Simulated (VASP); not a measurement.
BiTe: single point with r2SCAN

BiTe:

```
Bi Te
1.0
     2.26880    1.30989    3.72298
    -2.26880    1.30989    3.72298
     0.00000   -2.61978    3.72298
Bi Te
1 1
Direct
  0.50000 0.50000 0.50000
  0.00000 0.00000 0.00000
```

This cell differs from its parent crystal: ratio of the length along z to the lengths across it x 1.2, volume and fractional coordinates fixed.

```
Program                : VASP 6.6.1
Task                   : single point
Functional             : r2SCAN
Potentials or basis    : VASP PAW PBE potentials, release 64 (Bi_d, Te)
Cutoff                 : 520 eV
k mesh                 : 18 × 18 × 18
Occupations            : gaussian, width 0.15 eV
Spin                   : no spin polarisation
Dipole correction      : no
Further INCAR settings : ALGO = Normal; EDIFF = 1e-07; NBANDS = 18
```

| Item | Value |
| --- | --- |
| Pressure | 1.0 GPa |
| Band gap on the k mesh | zero (an odd number of electrons rules out a gap without spin polarisation) |

Levels at points of the mesh, in eV from the Fermi level:
```
           k point  band 6  band 7  band 8  band 9  band 10  band 11  band 12  band 13  band 14  band 15
(0.00, 0.00, 0.00)  -14.31   -8.24   -2.90   -2.86    -2.86     2.27     2.27     2.29     4.92     4.98
(0.50, 0.00, 0.00)  -12.19  -11.81   -2.18   -2.17    -1.65    -0.76    -0.73    -0.71     7.87     8.23
(0.50, 0.50, 0.00)  -12.37  -10.33   -6.12   -4.43    -4.39     2.42     3.85     3.86     5.39     9.03
(0.50, 0.50, 0.50)  -12.20  -11.82   -2.16   -2.16    -1.62    -0.72    -0.72    -0.69     7.85     8.21
```

It took 83 min on 1 thread of Oxide Virtual Turin-like Processor, with other jobs on the host, peak memory 0.74 GiB.

Caveat: the PAW data sets were made with another functional, which shifts forces and pressure a little; spin-orbit coupling is left out, which moves the levels of the heavy elements; an odd number of electrons without spin polarisation forces a metal; a magnetic or distorted state may lie lower.
